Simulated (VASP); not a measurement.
Set up this calculation in VASP 6.6.1, as the native input.

```yaml
Task: relaxation of shape and atoms at fixed volume
Functional: PBE
Potentials_or_basis: VASP PAW PBE potentials, release 64 (Pt)
Cutoff: 600 eV
k_mesh: 16 × 16 × 15
Occupations: fermi-dirac, width 0.08 eV
Spin: no spin polarisation
Dipole_correction: no
Further_INCAR_settings: ALGO = Normal; EDIFF = 1e-06; IBRION = 2; EDIFFG = -0.005; NSW = 50; ISIF = 4
```

The structure of Pt lies in POSCAR:

```
Pt
1.0
    2.6146743806      0.0000000000      0.0000000000
   -1.3073371903      2.2643744362      0.0000000000
    0.0000000000      0.0000000000      2.6162745353
Pt
1
Direct
    0.0000000000      0.0000000000      0.0000000000
```

This isn't the form of Pt at room conditions, which is fcc.

The input as run:

INCAR

```
SYSTEM = Pt
  PREC = Accurate
  ENCUT = 600
  EDIFF = 1E-6
  ISMEAR = -1
  SIGMA = 0.08
  LREAL = .FALSE.
  LASPH = .TRUE.
  NELM = 60
  ALGO = Normal
  ISIF = 4
  LWAVE = .FALSE.
  LCHARG = .FALSE.
  GGA = PE
  IBRION = 2
  NSW = 50
  EDIFFG = -0.005
```

KPOINTS

```
regular mesh
0
G
  16 16 15
  0 0 0
```

Potentials or basis: VASP PAW PBE potentials, release 64 (Pt).

The run is started by

```console
$ cat potpaw_PBE.64/Pt/POTCAR > POTCAR
$ mpirun -np 1 vasp_std > vasp.out
```

It gave:

```
Energy gained by relaxing : 2.0 meV/atom
Ionic steps               : 3
Pressure after relaxing   : 21.8 GPa
Band gap on the k mesh    : zero (bands 5 and 6 overlap by 3.18 eV)
```

Caveat: spin-orbit coupling is left out, which moves the levels of the heavy elements.

Run time: 53 s on 1 thread of Intel(R) Xeon(R) Platinum 8559C (Emerald Rapids), with other jobs on the host, peak memory 0.18 GiB.
